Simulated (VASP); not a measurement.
## Li: single point with r2SCAN

The system is Li.

```xyz
1
Lattice="0.0000 2.1594 2.1594 2.1594 0.0000 2.1594 2.1594 2.1594 0.0000" Properties=species:S:1:pos:R:3 pbc="T T T"
Li    0.0000    0.0000    0.0000
```

This isn't the form of Li at room conditions, which is bcc.

```json
{
  "Program": "VASP 6.6.1",
  "Task": "single point",
  "Functional": "r2SCAN",
  "Potentials or basis": "VASP PAW PBE potentials, release 64 (Li_sv)",
  "Cutoff": "830 eV",
  "k mesh": "14 × 14 × 14",
  "Occupations": "fermi-dirac, width 0.1 eV",
  "Spin": "no spin polarisation",
  "Dipole correction": "no",
  "Further INCAR settings": "ALGO = Normal; EDIFF = 1e-06; NBANDS = 8"
}
```

* Pressure: 0.3 GPa
* Band gap on the k mesh: zero (an odd number of electrons rules out a gap without spin polarisation)

Levels at points of the mesh, in eV from the Fermi level:
```
           k point  band 1  band 2  band 3  band 4  band 5
(0.00, 0.00, 0.00)  -48.01   -3.87   16.06   16.06   16.06
(0.50, 0.00, 0.00)  -47.99    0.01    3.18   14.11   14.11
(0.50, 0.50, 0.00)  -47.98    1.71    5.06    9.35    9.35
```

Wall time 110 s on 1 thread of Intel(R) Xeon(R) Platinum 8124M CPU @ 3.00GHz (Skylake/Cascade Lake), on a shared host, peak memory 0.17 GiB.

Caveat: the PAW data sets were made with another functional, which shifts forces and pressure a little.
